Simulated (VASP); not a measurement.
# InP (Fm-3m) in VASP: a series of runs

InP is run at these levels: LDA; tasks: single point.

All numbers are computed with VASP 6.6.1; they aren't measurements. Logs are shortened: lines on timing, memory, paths and dates and some standing lists are left out, and cuts for length are marked.

## 1. The cell of the first run

It takes space group Fm-3m (No. 225, cubic). The conventional cell has a = 5.691 Å, b = 5.691 Å, c = 5.691 Å, α = 90.00°, β = 90.00°, γ = 90.00°. In (site symmetry m-3m) has 6 P at 2.85 Å within 3.7 Å. Within 3.7 Å of P (site symmetry m-3m) lie 6 In at 2.85 Å.

## 2. Single point, LDA (23.04 Å³/atom)

INCAR reads:

```
SYSTEM = InP
PREC     = Accurate       ! precision mode
ENCUT    = 520            ! plane-wave cutoff, eV
EDIFF    = 1E-6           ! SCF threshold, eV
ISMEAR   = -1             ! smearing method
SIGMA    = 0.05           ! smearing width, eV
LREAL    = .FALSE.        ! projectors in reciprocal space
LASPH    = .TRUE.         ! aspherical terms in the spheres
NELM     = 60             ! most SCF steps
ALGO     = Normal         ! electronic algorithm
ISIF     = 2              ! what is computed and relaxed
LWAVE    = .FALSE.        ! write WAVECAR
LCHARG   = .FALSE.        ! write CHGCAR
GGA      = CA             ! functional
NBANDS   = 16             ! bands
```

KPOINTS reads:

```
regular mesh
0
G
  11 11 11
  0 0 0
```

POSCAR reads:

```
InP
1.0
    0.0000000000      2.8454514337      2.8454514337
    2.8454514337      0.0000000000      2.8454514337
    2.8454514337      2.8454514337      0.0000000000
In P
1 1
Direct
    0.0000000000      0.0000000000      0.0000000000
    0.5000000000      0.5000000000      0.5000000000
```

Potentials or basis: VASP PAW LDA potentials, release 64 (In_d, P).

Command:

```
$ cat potpaw_LDA.64/In_d/POTCAR potpaw_LDA.64/P/POTCAR > POTCAR
$ mpirun -np 1 vasp_std > vasp.out
```

OUTCAR:

```text
SYSTEM = InP
   PREC = Accurate
   ENCUT = 520
   EDIFF = 1E-6
   ISMEAR = -1
   LREAL = .FALSE.
   LASPH = .TRUE.
   NELM = 60
   ISIF = 2
   GGA = CA

 ion  position               nearest neighbor table
   1  0.000  0.000  0.000-   2 2.85   2 2.85   2 2.85   2 2.85   2 2.85   2 2.85
   2  0.500  0.500  0.500-   1 2.85   1 2.85   1 2.85   1 2.85   1 2.85   1 2.85

  LATTYP: Found a face centered cubic cell.
 ALAT       =     5.6909028674

  Lattice vectors:

 A1 = (   0.0000000000,   2.8454514337,   2.8454514337)
 A2 = (   2.8454514337,   0.0000000000,   2.8454514337)
 A3 = (   2.8454514337,   2.8454514337,   0.0000000000)

Analysis of symmetry for initial positions (statically):
=====================================================================
 Subroutine PRICEL returns:
 Original cell was already a primitive cell.

 Routine SETGRP: Setting up the symmetry group for a
 face centered cubic supercell.

 Subroutine GETGRP returns: Found 48 space group operations
 (whereof 48 operations were pure point group operations)
 out of a pool of 48 trial point group operations.

The static configuration has the point symmetry O_h .

Analysis of symmetry for dynamics (positions and initial velocities):
=====================================================================
 Subroutine PRICEL returns:
 Original cell was already a primitive cell.

 Routine SETGRP: Setting up the symmetry group for a
 face centered cubic supercell.

 Subroutine GETGRP returns: Found 48 space group operations
 (whereof 48 operations were pure point group operations)
 out of a pool of 48 trial point group operations.

The dynamic configuration has the point symmetry O_h .

 Subroutine INISYM returns: Found 48 space group operations
 (whereof 48 operations are pure point group operations),
 and found     1 'primitive' translations

----------------------------------------------------------------------------------------

                                     Primitive cell

  volume of cell :      46.0769

  direct lattice vectors                    reciprocal lattice vectors
     0.000000000  2.845451434  2.845451434    -0.175719042  0.175719042  0.175719042
     2.845451434  0.000000000  2.845451434     0.175719042 -0.175719042  0.175719042
     2.845451434  2.845451434  0.000000000     0.175719042  0.175719042 -0.175719042

  length of vectors
     4.024076009  4.024076009  4.024076009     0.304354309  0.304354309  0.304354309

  position of ions in fractional coordinates (direct lattice)
     0.000000000  0.000000000  0.000000000
     0.500000000  0.500000000  0.500000000

  ion indices of the primitive-cell ions
   primitive index   ion index
                 1           1
                 2           2

----------------------------------------------------------------------------------------

 KPOINTS: regular mesh

Automatic generation of k-mesh.
 Grid dimensions read from file:
 generate k-points for:   11   11   11

 Generating k-lattice:

  Cartesian coordinates                     Fractional coordinates (reciprocal lattice)
    -0.015974458  0.015974458  0.015974458     0.090909091  0.000000000  0.000000000
     0.015974458 -0.015974458  0.015974458     0.000000000  0.090909091  0.000000000
     0.015974458  0.015974458 -0.015974458     0.000000000  0.000000000  0.090909091

  Length of vectors
     0.027668574  0.027668574  0.027668574

  Shift w.r.t. Gamma in fractional coordinates (k-lattice)
     0.000000000  0.000000000  0.000000000

 Subroutine IBZKPT returns following result:
 ===========================================

 Found     56 irreducible k-points:

 Following reciprocal coordinates:
            Coordinates               Weight
  0.000000  0.000000  0.000000      1.000000
  0.090909  0.000000  0.000000      8.000000
  0.181818  0.000000  0.000000      8.000000
  0.272727  0.000000  0.000000      8.000000
  0.363636  0.000000  0.000000      8.000000
  0.454545  0.000000  0.000000      8.000000
[... 16 lines left out ...]
 -0.272727  0.181818  0.000000     24.000000
 -0.181818  0.181818  0.000000     12.000000
 [... further k-points ...]
   k-points           NKPTS =     56   k-points in BZ     NKDIM =     56   number of bands    NBANDS=     16
   number of dos      NEDOS =    301   number of ions     NIONS =      2
   total plane-waves  NPLWV =  27000
   dimension x,y,z NGX =    30 NGY =   30 NGZ =   30
   dimension x,y,z NGXF=    60 NGYF=   60 NGZF=   60
   ions per type =               1   1
   NGX,Y,Z   is equivalent  to a cutoff of  12.39, 12.39, 12.39 a.u.
   NGXF,Y,Z  is equivalent  to a cutoff of  24.79, 24.79, 24.79 a.u.
 SYSTEM =  InP
   PREC   = accura    normal or accurate (medium, high low for compatibility)
   ISTART =      0    job   : 0-new  1-cont  2-samecut
   ICHARG =      2    charge: 1-file 2-atom 10-const
   ISPIN  =      1    spin polarized calculation?
   LNONCOLLINEAR =      F non collinear calculations
   LSORBIT =      F    spin-orbit coupling
   LASPH  =      T    aspherical Exc in radial PAW
   ENCUT  =  520.0 eV  38.22 Ry    6.18 a.u.   7.48  7.48  7.48*2*pi/ulx,y,z
   NELM   =     60;   NELMIN=  2; NELMDL= -5     # of ELM steps
   EDIFF  = 0.1E-05   stopping-criterion for ELM
   LREAL  =      F    real-space projection
   EDIFFG = 0.1E-04   stopping-criterion for IOM
   NSW    =      0    number of steps for IOM
   IBRION =     -1    ionic relax: 0-MD 1-quasi-New 2-CG
   NFREE  =      0    steps in history (QN), initial steepest desc. (CG)
   ISIF   =      2    stress and relaxation
   ISYM   =      2    0-nonsym 1-usesym 2-fastsym
   POTIM  = 0.5000    time-step for ionic-motion
   TEBEG  =    0.0;   TEEND  =   0.0 temperature during run
   PSTRESS=    0.0 pullay stress
   NELECT =      18.0000    total number of electrons
   NUPDOWN=      -1.0000    fix difference up-down
   EMIN   =  10.00;   EMAX   =-10.00  energy-range for DOS
   EFERMI =   0.00;   METHOD = LEGACY
   ISMEAR =    -1;   SIGMA  =   0.05  broadening in eV -4-tet -1-fermi 0-gaus
   EFERMI_NEDOS =   21; number of points for ismear=-14 and -15
   IALGO  =     38    algorithm
   IMIX   =      4    mixing-type and parameters
     AMIX     =   0.40;   BMIX     =  1.00
     AMIX_MAG =   1.60;   BMIX_MAG =  1.00
  volume/ion in A,a.u.               =      23.04       155.47
  Fermi-wavevector in a.u.,A,eV,Ry     =   1.196753  2.261535 19.486502  1.432218
  Thomas-Fermi vector in A             =   2.332685
   LORBIT       =      0    0 simple, 1 ext, 2 COOP (PROOUT), +10 PAW based schemes
   GGA     = CA    functional components
   LHFCALC =     F    Hartree Fock is set to
   AEXX    =    0.0000 exact exchange contribution
   IVDW    =     0    specifies the selected vdW correction
   LEPSILON=     F    determine dielectric tensor
   LRPA    =     F    only Hartree local field effects (RPA)
 non-spin polarized calculation
  energy-cutoff  :      520.00
  volume of cell :       46.08
 maximum number of plane-waves:      1259
 NGX is ok and might be reduce to    30
   NGX = 15   NGY = 15   NGZ = 15

 number of electron      17.9999991 magnetization

 Free energy of the ion-electron system (eV)
  ---------------------------------------------------
  ext. energy  EPLUGINS =         0.00000000
  ---------------------------------------------------
  free energy    TOTEN  =        -9.11895930 eV

  energy without entropy =       -9.11133718  energy(sigma->0) =       -9.11514824

 E-fermi :   5.8543     XC(G=0): -10.2730

 val. band max:        5.8374926364   @ k =  -0.4545   0.0909   0.0000
 cond. band min:       5.8826129475   @ k =  -0.0909   0.0909   0.0000
 fundamental gap:      0.0451203111
 Fermi energy:         5.8542589501

 k-point     1 :       0.0000    0.0000    0.0000
  band No.  band energies     occupation
      1      -8.1825      2.00000
      2      -8.1825      2.00000
      3      -8.1631      2.00000
      4      -8.1631      2.00000
      5      -8.1631      2.00000
      6      -5.5529      2.00000
[... 8 lines left out ...]
     15      13.6871      0.00000
     16      13.6871      0.00000

 k-point     2 :       0.0909    0.0000    0.0000
  band No.  band energies     occupation
      1      -8.1852      2.00000
      2      -8.1852      2.00000
      3      -8.1631      2.00000
      4      -8.1590      2.00000
      5      -8.1590      2.00000
      6      -5.4590      2.00000
[... 8 lines left out ...]
     15      13.4292      0.00000
     16      13.8114      0.00000

 k-point     3 :       0.1818    0.0000    0.0000
  band No.  band energies     occupation
      1      -8.1944      2.00000
      2      -8.1944      2.00000
      3      -8.1634      2.00000
      4      -8.1461      2.00000
      5      -8.1461      2.00000
      6      -5.1828      2.00000
[... 8 lines left out ...]
     15      13.8825      0.00000
     16      13.8825      0.00000

 k-point     4 :       0.2727    0.0000    0.0000
  band No.  band energies     occupation
      1      -8.2075      2.00000
      2      -8.2075      2.00000
      3      -8.1646      2.00000
      4      -8.1281      2.00000
      5      -8.1281      2.00000
      6      -4.7471      2.00000
[... 8 lines left out ...]
     15      14.7088      0.00000
     16      14.7088      0.00000
[... 324 lines left out ...]
 k-point    22 :      -0.3636    0.1818    0.0000
  band No.  band energies     occupation
      1      -8.2598      2.00000
      2      -8.2133      2.00000
      3      -8.1525      2.00000
      4      -8.1184      2.00000
      5      -8.1059      2.00000
      6      -3.5904      2.00000
[... 8 lines left out ...]
     15      15.6234      0.00000
     16      16.9083      0.00000

 k-point    23 :      -0.2727    0.1818    0.0000
  band No.  band energies     occupation
      1      -8.2374      2.00000
      2      -8.2140      2.00000
      3      -8.1547      2.00000
      4      -8.1208      2.00000
      5      -8.1200      2.00000
      6      -4.0785      2.00000
[... 8 lines left out ...]
     15      15.6624      0.00000
     16      17.7985      0.00000

 k-point    24 :      -0.1818    0.1818    0.0000
  band No.  band energies     occupation
      1      -8.2146      2.00000
      2      -8.2103      2.00000
      3      -8.1601      2.00000
      4      -8.1351      2.00000
      5      -8.1243      2.00000
      6      -4.5829      2.00000
[... 8 lines left out ...]
     15      15.4635      0.00000
     16      16.6550      0.00000

 [... further k-points ...]
[... 5 lines left out ...]
  --------------------------------------------------------------------------------------
  -------------------------------------------------------------------------------------
  Total       -2.6618129     -2.6618129     -2.6618129      0.0000000      0.0000000      0.0000000
  in kB      -92.5560013    -92.5560013    -92.5560013      0.0000000      0.0000000      0.0000000
  external PRESSURE =     -92.5560013 kB  Pullay stress =       0.0000000 kB

 VOLUME and BASIS-vectors are now :
 -----------------------------------------------------------------------------
  energy-cutoff  :      520.00
  volume of cell :       46.08
      direct lattice vectors                 reciprocal lattice vectors
     0.000000000  2.845451434  2.845451434    -0.175719042  0.175719042  0.175719042
     2.845451434  0.000000000  2.845451434     0.175719042 -0.175719042  0.175719042
     2.845451434  2.845451434  0.000000000     0.175719042  0.175719042 -0.175719042

 POSITION                                       TOTAL-FORCE (eV/Angst)
 -----------------------------------------------------------------------------------
      0.00000      0.00000      0.00000        -0.000000     -0.000000     -0.000000
      2.84545      2.84545      2.84545         0.000000      0.000000      0.000000
 -----------------------------------------------------------------------------------
    total drift:                               -0.000000      0.000000      0.000000

  FREE ENERGIE OF THE ION-ELECTRON SYSTEM (eV)
  ---------------------------------------------------
  free  energy   TOTEN  =        -9.1189592987 eV

  energy  without entropy=       -9.1113371812  energy(sigma->0) =       -9.11514824
```

Run time: 53 s. Hardware: 1 thread of Intel Xeon 8259CL, shared host; peak memory 0.17 GiB.

What came out:

```yaml
Free_energy: -9.1190 eV
Pressure: -9.3 GPa
Band_gap_on_the_k_mesh: zero (bands 9 and 10 overlap by 2.36 eV)
```

Caveat: the cell stands under tension; spin-orbit coupling is left out, which moves the levels of the heavy elements.

(Part 1 of 2 ends here.)
